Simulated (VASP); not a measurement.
# GaGe (F-43m) in VASP: a series of runs

Runs on GaGe. Level: PBE. Tasks: single point.

All numbers are computed with VASP 6.6.1; they aren't measurements. Logs are shortened: lines on timing, memory, paths and dates and some standing lists are left out, and cuts for length are marked.

**1. The cell of the first run**

Symmetry: F-43m, No. 216, cubic system. Conventional cell: a = 5.677 Å, b = 5.677 Å, c = 5.677 Å, α = 90.00°, β = 90.00°, γ = 90.00°. Ga (site symmetry -43m) has 4 Ge at 2.46 Å within 3.2 Å. Within 3.2 Å of Ge (site symmetry -43m) lie 4 Ga at 2.46 Å.

**2. Single point, PBE**

Input file INCAR:

```
  PREC = Accurate
  ENCUT = 520
  EDIFF = 1E-6
  ISMEAR = -1
  SIGMA = 0.1
  LREAL = F
  LASPH = T
  NELM = 80
  ALGO = Normal
  ISIF = 2
  LWAVE = F
  LCHARG = F
  GGA = PE
  NBANDS = 20
```

Input file KPOINTS:

```
Automatic mesh
0
Gamma
  7 7 7
```

Input file POSCAR:

```
GaGe
1.0
    0.0000000000      2.8386838093      2.8386838093
    2.8386838093      0.0000000000      2.8386838093
    2.8386838093      2.8386838093      0.0000000000
Ga Ge
1 1
Direct
    0.7500000000      0.7500000000      0.7500000000
    0.0000000000      0.0000000000      0.0000000000
```

Potentials or basis: VASP PAW PBE potentials, release 64 (Ga_d, Ge_d).

Started as:

```
> cat potpaw_PBE.64/Ga_d/POTCAR potpaw_PBE.64/Ge_d/POTCAR > POTCAR
> mpirun -np 1 vasp_std > vasp.out
```

OUTCAR:

```text
PREC = Accurate
   ENCUT = 520
   EDIFF = 1E-6
   ISMEAR = -1
   LREAL = F
   LASPH = T
   NELM = 80
   ISIF = 2
   GGA = PE

 ion  position               nearest neighbor table
   1  0.750  0.750  0.750-   2 2.46   2 2.46   2 2.46   2 2.46
   2  0.000  0.000  0.000-   1 2.46   1 2.46   1 2.46   1 2.46

  LATTYP: Found a face centered cubic cell.
 ALAT       =     5.6773676186

  Lattice vectors:

 A1 = (   0.0000000000,   2.8386838093,   2.8386838093)
 A2 = (   2.8386838093,   0.0000000000,   2.8386838093)
 A3 = (   2.8386838093,   2.8386838093,   0.0000000000)

Analysis of symmetry for initial positions (statically):
=====================================================================
 Subroutine PRICEL returns:
 Original cell was already a primitive cell.

 Routine SETGRP: Setting up the symmetry group for a
 face centered cubic supercell.

 Subroutine GETGRP returns: Found 24 space group operations
 (whereof 24 operations were pure point group operations)
 out of a pool of 48 trial point group operations.

The static configuration has the point symmetry T_d .

Analysis of symmetry for dynamics (positions and initial velocities):
=====================================================================
 Subroutine PRICEL returns:
 Original cell was already a primitive cell.

 Routine SETGRP: Setting up the symmetry group for a
 face centered cubic supercell.

 Subroutine GETGRP returns: Found 24 space group operations
 (whereof 24 operations were pure point group operations)
 out of a pool of 48 trial point group operations.

The dynamic configuration has the point symmetry T_d .

 Subroutine INISYM returns: Found 24 space group operations
 (whereof 24 operations are pure point group operations),
 and found     1 'primitive' translations

----------------------------------------------------------------------------------------

                                     Primitive cell

  volume of cell :      45.7489

  direct lattice vectors                    reciprocal lattice vectors
     0.000000000  2.838683809  2.838683809    -0.176137969  0.176137969  0.176137969
     2.838683809  0.000000000  2.838683809     0.176137969 -0.176137969  0.176137969
     2.838683809  2.838683809  0.000000000     0.176137969  0.176137969 -0.176137969

  length of vectors
     4.014505142  4.014505142  4.014505142     0.305079911  0.305079911  0.305079911

  position of ions in fractional coordinates (direct lattice)
     0.750000000  0.750000000  0.750000000
     0.000000000  0.000000000  0.000000000

  ion indices of the primitive-cell ions
   primitive index   ion index
                 1           1
                 2           2

----------------------------------------------------------------------------------------

 KPOINTS: Automatic mesh

Automatic generation of k-mesh.
 Grid dimensions read from file:
 generate k-points for:    7    7    7

 Generating k-lattice:

  Cartesian coordinates                     Fractional coordinates (reciprocal lattice)
    -0.025162567  0.025162567  0.025162567     0.142857143  0.000000000  0.000000000
     0.025162567 -0.025162567  0.025162567     0.000000000  0.142857143  0.000000000
     0.025162567  0.025162567 -0.025162567     0.000000000  0.000000000  0.142857143

  Length of vectors
     0.043582844  0.043582844  0.043582844

  Shift w.r.t. Gamma in fractional coordinates (k-lattice)
     0.000000000  0.000000000  0.000000000

 Subroutine IBZKPT returns following result:
 ===========================================

 Found     20 irreducible k-points:

 Following reciprocal coordinates:
            Coordinates               Weight
  0.000000  0.000000  0.000000      1.000000
  0.142857  0.000000  0.000000      8.000000
  0.285714  0.000000  0.000000      8.000000
  0.428571  0.000000  0.000000      8.000000
  0.142857  0.142857  0.000000      6.000000
  0.285714  0.142857  0.000000     24.000000
[... 12 lines left out ...]
 -0.428571  0.428571  0.142857     24.000000
 -0.285714  0.428571  0.142857     24.000000
   k-points           NKPTS =     20   k-points in BZ     NKDIM =     20   number of bands    NBANDS=     20
   number of dos      NEDOS =    301   number of ions     NIONS =      2
   total plane-waves  NPLWV =  27000
   dimension x,y,z NGX =    30 NGY =   30 NGZ =   30
   dimension x,y,z NGXF=    60 NGYF=   60 NGZF=   60
   ions per type =               1   1
   NGX,Y,Z   is equivalent  to a cutoff of  12.42, 12.42, 12.42 a.u.
   NGXF,Y,Z  is equivalent  to a cutoff of  24.85, 24.85, 24.85 a.u.
 SYSTEM =  unknown system
   PREC   = accura    normal or accurate (medium, high low for compatibility)
   ISTART =      0    job   : 0-new  1-cont  2-samecut
   ICHARG =      2    charge: 1-file 2-atom 10-const
   ISPIN  =      1    spin polarized calculation?
   LNONCOLLINEAR =      F non collinear calculations
   LSORBIT =      F    spin-orbit coupling
   LASPH  =      T    aspherical Exc in radial PAW
   ENCUT  =  520.0 eV  38.22 Ry    6.18 a.u.   7.46  7.46  7.46*2*pi/ulx,y,z
   NELM   =     80;   NELMIN=  2; NELMDL= -5     # of ELM steps
   EDIFF  = 0.1E-05   stopping-criterion for ELM
   LREAL  =      F    real-space projection
   EDIFFG = 0.1E-04   stopping-criterion for IOM
   NSW    =      0    number of steps for IOM
   IBRION =     -1    ionic relax: 0-MD 1-quasi-New 2-CG
   NFREE  =      0    steps in history (QN), initial steepest desc. (CG)
   ISIF   =      2    stress and relaxation
   ISYM   =      2    0-nonsym 1-usesym 2-fastsym
   POTIM  = 0.5000    time-step for ionic-motion
   TEBEG  =    0.0;   TEEND  =   0.0 temperature during run
   PSTRESS=    0.0 pullay stress
   NELECT =      27.0000    total number of electrons
   NUPDOWN=      -1.0000    fix difference up-down
   EMIN   =  10.00;   EMAX   =-10.00  energy-range for DOS
   EFERMI =   0.00;   METHOD = LEGACY
   ISMEAR =    -1;   SIGMA  =   0.10  broadening in eV -4-tet -1-fermi 0-gaus
   EFERMI_NEDOS =   21; number of points for ismear=-14 and -15
   IALGO  =     38    algorithm
   IMIX   =      4    mixing-type and parameters
     AMIX     =   0.40;   BMIX     =  1.00
     AMIX_MAG =   1.60;   BMIX_MAG =  1.00
  volume/ion in A,a.u.               =      22.87       154.36
  Fermi-wavevector in a.u.,A,eV,Ry     =   1.373206  2.594983 25.656439  1.885695
  Thomas-Fermi vector in A             =   2.498744
   LORBIT       =      0    0 simple, 1 ext, 2 COOP (PROOUT), +10 PAW based schemes
   GGA     = PE    functional components
[... 5 lines left out ...]
 non-spin polarized calculation
  energy-cutoff  :      520.00
  volume of cell :       45.75
 maximum number of plane-waves:      1248
 NGX is ok and might be reduce to    30
   NGX = 15   NGY = 15   NGZ = 15

 number of electron      26.9999994 magnetization

 Free energy of the ion-electron system (eV)
  ---------------------------------------------------
  ext. energy  EPLUGINS =         0.00000000
  ---------------------------------------------------
  free energy    TOTEN  =        -7.07142427 eV

  energy without entropy =       -7.02515253  energy(sigma->0) =       -7.04828840

 E-fermi :   3.4945     XC(G=0):  -9.8401

 val. band max:        3.4564374125   @ k =  -0.2857   0.2857   0.0000
 cond. band min:       3.5293084698   @ k =   0.2857   0.1429   0.0000
 fundamental gap:      0.0728710573
 Fermi energy:         3.4944800391

 k-point     1 :       0.0000    0.0000    0.0000
  band No.  band energies     occupation
      1     -20.4036      2.00000
      2     -20.4036      2.00000
      3     -20.4036      2.00000
      4     -20.3800      2.00000
      5     -20.3800      2.00000
      6     -10.8503      2.00000
[... 12 lines left out ...]
     19      11.5053      0.00000
     20      14.5849      0.00000

 k-point     2 :       0.1429    0.0000    0.0000
  band No.  band energies     occupation
      1     -20.4036      2.00000
      2     -20.4029      2.00000
      3     -20.4029      2.00000
      4     -20.3799      2.00000
      5     -20.3799      2.00000
      6     -10.8568      2.00000
[... 12 lines left out ...]
     19      12.7102      0.00000
     20      13.4284      0.00000

 k-point     3 :       0.2857    0.0000    0.0000
  band No.  band energies     occupation
      1     -20.4035      2.00000
      2     -20.4016      2.00000
      3     -20.4016      2.00000
      4     -20.3794      2.00000
      5     -20.3794      2.00000
      6     -10.8715      2.00000
[... 12 lines left out ...]
     19      12.7843      0.00000
     20      13.5394      0.00000

 k-point     4 :       0.4286    0.0000    0.0000
  band No.  band energies     occupation
      1     -20.4035      2.00000
      2     -20.4006      2.00000
      3     -20.4006      2.00000
      4     -20.3789      2.00000
      5     -20.3789      2.00000
      6     -10.8832      2.00000
[... 12 lines left out ...]
     19      14.6410      0.00000
     20      15.4388      0.00000

 k-point     5 :       0.1429    0.1429    0.0000
  band No.  band energies     occupation
      1     -20.4044      2.00000
      2     -20.4023      2.00000
      3     -20.4023      2.00000
      4     -20.3805      2.00000
      5     -20.3792      2.00000
      6     -10.8632      2.00000
[... 12 lines left out ...]
     19      12.0298      0.00000
     20      13.1643      0.00000
[... 261 lines left out ...]
      6     -10.8856      2.00000
[... 12 lines left out ...]
     19      13.6773      0.00000
     20      15.6859      0.00000

 k-point    18 :      -0.4286    0.2857    0.1429
  band No.  band energies     occupation
      1     -20.4034      2.00000
      2     -20.4009      2.00000
      3     -20.3984      2.00000
      4     -20.3801      2.00000
      5     -20.3778      2.00000
      6     -10.8909      2.00000
[... 12 lines left out ...]
     19      13.6782      0.00000
     20      15.6446      0.00000

 k-point    19 :      -0.4286    0.4286    0.1429
  band No.  band energies     occupation
      1     -20.4057      2.00000
      2     -20.3989      2.00000
      3     -20.3970      2.00000
      4     -20.3815      2.00000
      5     -20.3766      2.00000
      6     -10.9006      2.00000
[... 12 lines left out ...]
     19      15.1781      0.00000
     20      16.5852      0.00000

 k-point    20 :      -0.2857    0.4286    0.1429
  band No.  band energies     occupation
      1     -20.4037      2.00000
      2     -20.4008      2.00000
      3     -20.3971      2.00000
      4     -20.3807      2.00000
      5     -20.3773      2.00000
      6     -10.8964      2.00000
[... 12 lines left out ...]
     19      14.7719      0.00000
     20      16.0007      0.00000

------------------------ aborting loop because EDIFF is reached ----------------------------------------

  FORCE on cell =-STRESS in cart. coord.  units (eV):
  Direction    XX          YY          ZZ          XY          YZ          ZX
  --------------------------------------------------------------------------------------
  -------------------------------------------------------------------------------------
  Total        1.1132882      1.1132882      1.1132882     -0.0000000      0.0000000     -0.0000000
  in kB       38.9885544     38.9885544     38.9885544     -0.0000000      0.0000000     -0.0000000
  external PRESSURE =      38.9885544 kB  Pullay stress =       0.0000000 kB

 VOLUME and BASIS-vectors are now :
 -----------------------------------------------------------------------------
  energy-cutoff  :      520.00
  volume of cell :       45.75
      direct lattice vectors                 reciprocal lattice vectors
     0.000000000  2.838683809  2.838683809    -0.176137969  0.176137969  0.176137969
     2.838683809  0.000000000  2.838683809     0.176137969 -0.176137969  0.176137969
     2.838683809  2.838683809  0.000000000     0.176137969  0.176137969 -0.176137969

 POSITION                                       TOTAL-FORCE (eV/Angst)
 -----------------------------------------------------------------------------------
      4.25803      4.25803      4.25803         0.000000      0.000000      0.000000
      0.00000      0.00000      0.00000        -0.000000     -0.000000     -0.000000
 -----------------------------------------------------------------------------------
    total drift:                               -0.000000     -0.000000     -0.000000

  FREE ENERGIE OF THE ION-ELECTRON SYSTEM (eV)
  ---------------------------------------------------
  free  energy   TOTEN  =        -7.0714242663 eV

  energy  without entropy=       -7.0251525271  energy(sigma->0) =       -7.04828840
```

Wall time 27 s (1 thread of Intel Xeon 8259CL, shared host); peak memory 0.17 GiB.

What came out:

```
Free energy : -7.0714 eV
Pressure    : 3.9 GPa
```

Levels at points of the mesh, in eV from the Fermi level:
| k point | band 11 | band 12 | band 13 | band 14 | band 15 | band 16 | band 17 | band 18 |
| --- | --- | --- | --- | --- | --- | --- | --- | --- |
| (0.00, 0.00, 0.00) | -10.84 | 1.86 | 1.86 | 1.86 | 2.72 | 4.54 | 4.54 | 4.54 |

[end of part 1 of 2]
